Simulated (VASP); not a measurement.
Input of a VASP 6.6.1 run:

Contents of INCAR:

```
SYSTEM = Si24PC23
PREC     = Accurate       ! precision mode
ENCUT    = 520            ! plane-wave cutoff, eV
EDIFF    = 1E-6           ! SCF threshold, eV
ISMEAR   = -1             ! smearing method
SIGMA    = 0.01           ! smearing width, eV
LREAL    = Auto         
LASPH    = .TRUE.         ! aspherical terms in the spheres
NELM     = 100            ! most SCF steps
ALGO     = Normal         ! electronic algorithm
ISIF     = 2              ! what is computed and relaxed
LWAVE    = .FALSE.        ! write WAVECAR
LCHARG   = .FALSE.        ! write CHGCAR
GGA      = PE             ! functional
NELECT   = 192.0        
NBANDS   = 126            ! bands
```

Contents of KPOINTS:

```
regular mesh
0
G
  4 3 2
  0 0 0
```

POSCAR

```
Si24PC23
1.0
    6.1520000000      0.0000000000      0.0000000000
   -4.6140000000      7.9916824260      0.0000000000
    0.0000000000      0.0000000000     10.0960000000
Si P C
24 1 23
Direct
    0.1667814436      0.2222927040     -0.0276836398
    0.1667975580      0.2224514133      0.5019915134
    0.1667447164      0.5556771069      0.0015267805
    0.1647132297      0.5566600869      0.5048275556
    0.1672555492      0.8888809192      0.0010409878
    0.1654889730      0.8867069776      0.5048207013
    0.6660535684      0.2214336992      0.0005956948
    0.6681006434      0.2240483949      0.5056900982
    0.6674130259      0.5564396510      0.0019867720
    0.6709534830      0.5574614607      0.5046422333
    0.6654654212      0.8881637830      0.0013776302
    0.6638704403      0.8858669604      0.5045391116
    0.3494795852      0.0978246791      0.2616278634
    0.3349470766      0.1095742432      0.7482462418
    0.3563880326      0.4740539378      0.2620845346
    0.3358924324      0.4476903031      0.7483645394
    0.3275058835      0.7742855908      0.2526548794
    0.3325475748      0.7772141944      0.7532227108
    0.7958486918      0.0961174538      0.2614803201
    0.8291053496      0.1091622270      0.7482986016
    0.8325747608      0.4439149797      0.2538862212
    0.8334978485      0.4448101775      0.7538158462
    0.8386119368      0.7810463887      0.2533140570
    0.8338105697      0.7779828966      0.7533474432
    0.1681536078      0.2245369188      0.1861447739
    0.1666700968      0.2223226917      0.6899088236
    0.1635869368      0.5566969475      0.1898588018
    0.1649062859      0.5561141200      0.6908414307
    0.1683338983      0.8869406459      0.1895081517
    0.1657781186      0.8873509694      0.6906522715
    0.6664474463      0.2218015678      0.1898187533
    0.6680542608      0.2239524995      0.6904292192
    0.6749291437      0.5608209635      0.1904858202
    0.6697187219      0.5566889611      0.6908406213
    0.6591734475      0.8833832410      0.1901786014
    0.6646755670      0.8866364899      0.6905129360
    0.3352107815      0.1095553986      0.4449334985
    0.3360563249      0.1089591094      0.9348612367
    0.3363129800      0.4481774363      0.4452311077
    0.3369010634      0.4488370667      0.9352428409
    0.3321476876      0.7771271813      0.4402017619
    0.3328400197      0.7774259597      0.9404732316
    0.8287393319      0.1090771698      0.4448626793
    0.8271728240      0.1086073446      0.9350901835
    0.8329837629      0.4441164106      0.4407243405
    0.8328884386      0.4441628328      0.9419088828
    0.8345785361      0.7786517341      0.4405218541
    0.8338929235      0.7782961111      0.9410694804
```

Potentials or basis: VASP PAW PBE potentials, release 64 (Si, P, C).

Launch:

```bash
$ cat potpaw_PBE.64/Si/POTCAR potpaw_PBE.64/P/POTCAR potpaw_PBE.64/C/POTCAR > POTCAR
$ mpirun -np 1 vasp_std > vasp.out
```

(1) Predict the largest force.

Results:

(1) 0.038 eV/Å.

Caveat: the cell carries a net charge on a neutralising background, which shifts energy and pressure.
